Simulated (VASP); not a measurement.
MoW14 (a cell with a defect), 15 atoms in the cell. The cell holds a defect, 15 atoms: a = 6.320 Å, b = 6.320 Å, c = 6.320 Å, α = 90.00°, β = 90.00°, γ = 90.00°. 

| Quantity | Value |
| --- | --- |
| Program | VASP 6.6.1 |
| Task | relaxation of the atoms |
| Functional | PBE |
| Potentials or basis | VASP PAW PBE potentials, release 64 (W_sv, Mo_sv) |
| Cutoff | 520 eV |
| k mesh | 3 × 3 × 3 |
| Occupations | gaussian, width 0.1 eV |
| Spin | no spin polarisation |
| Dipole correction | no |
| Further INCAR settings | LREAL = Auto; ALGO = Normal; EDIFF = 1e-06; IBRION = 2; EDIFFG = -0.03; NSW = 80 |

Potentials or basis: VASP PAW PBE potentials, release 64 (W_sv, Mo_sv).

Launch:

```bash
$ cat potpaw_PBE.64/W_sv/POTCAR potpaw_PBE.64/Mo_sv/POTCAR > POTCAR
$ mpirun -np 4 vasp_std > vasp.out
```

Hardware: 4 MPI ranks on Intel(R) Xeon(R) 6975P-C (Granite Rapids) (shared host).

How long does it take, and how much memory?

Wall time 13 min on 4 MPI ranks on Intel(R) Xeon(R) 6975P-C (Granite Rapids) (shared host), peak memory 0.52 GiB a rank. Counts: scf iterations 70, k points 14, ion steps 8.
